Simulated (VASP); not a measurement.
The system is KI.

```xyz
2
Lattice="0.0000 3.6021 3.6021 3.6021 0.0000 3.6021 3.6021 3.6021 0.0000" Properties=species:S:1:pos:R:3 pbc="T T T"
I     3.6021    3.6021    3.6021
K     0.0000    0.0000    0.0000
```

Base run:

| Quantity | Value |
| --- | --- |
| Program | VASP 6.6.1 |
| Functional | PBE0 |
| Potentials or basis | VASP PAW PBE potentials, release 64 (I, K_sv) |
| Cutoff | 520 eV |
| k mesh | 4 × 4 × 4 |
| Occupations | fermi-dirac, width 0.05 eV |
| Spin | no spin polarisation |

Its results: band gap on the k mesh 5.52 eV; pressure -0.3 GPa.

**Question.** The run is repeated on the same cell with these changes: functional from PBE0 to HSE06; further incar settings from ALGO = Normal; EDIFF = 1e-07; NBANDS = 15 to ALGO = Normal; EDIFF = 1e-06; NBANDS = 15. What comes out?

**Answer.** Band gap on the k mesh 4.81 eV; pressure -0.3 GPa.

Caveats: the PAW data sets were made with another functional, which shifts forces and pressure a little; spin-orbit coupling is left out, which moves the levels of the heavy elements.

